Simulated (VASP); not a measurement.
A run of VASP 6.6.1 is set up as follows.

Contents of INCAR:

```
ALGO = Normal
EDIFF = 1E-6
ENCUT = 520
GGA = PE
ISIF = 2
ISMEAR = 0
LASPH = True
LCHARG = True
LELF = True
LREAL = False
LVHAR = True
LWAVE = False
NBANDS = 51
NELM = 100
PREC = Accurate
SIGMA = 0.1
```

File KPOINTS:

```
k-points
0
Gamma
  4 4 4
```

Contents of POSCAR:

```
Cs2InPd
1.0
    0.0000000000      4.5056255800      4.5056255800
    4.5056255800      0.0000000000      4.5056255800
    4.5056255800      4.5056255800      0.0000000000
Cs In Pd
4 2 2
Direct
    0.1250000000      0.1250000000      0.1250000000
    0.1250000000      0.1250000000      0.6250000000
    0.1250000000      0.6250000000      0.1250000000
    0.6250000000      0.1250000000      0.1250000000
    0.5000000000      0.5000000000      0.5000000000
    0.7500000000      0.7500000000      0.7500000000
    0.0000000000      0.0000000000      0.0000000000
    0.2500000000      0.2500000000      0.2500000000
```

Potentials or basis: VASP PAW PBE potentials, release 64 (Cs_sv, In_d, Pd).

The run is started by

```sh
$ cat potpaw_PBE.64/Cs_sv/POTCAR potpaw_PBE.64/In_d/POTCAR potpaw_PBE.64/Pd/POTCAR > POTCAR
$ mpirun -np 1 vasp_std > vasp.out
```

(1) Predict the band gap on the k mesh.

(2) What does it give for the pressure?

Results:

(1) zero (band 41 reaches 8.97 eV, above the bottom of band 42 at 8.15 eV).

(2) 153.4 GPa.

Caveat: spin-orbit coupling is left out, which moves the levels of the heavy elements.
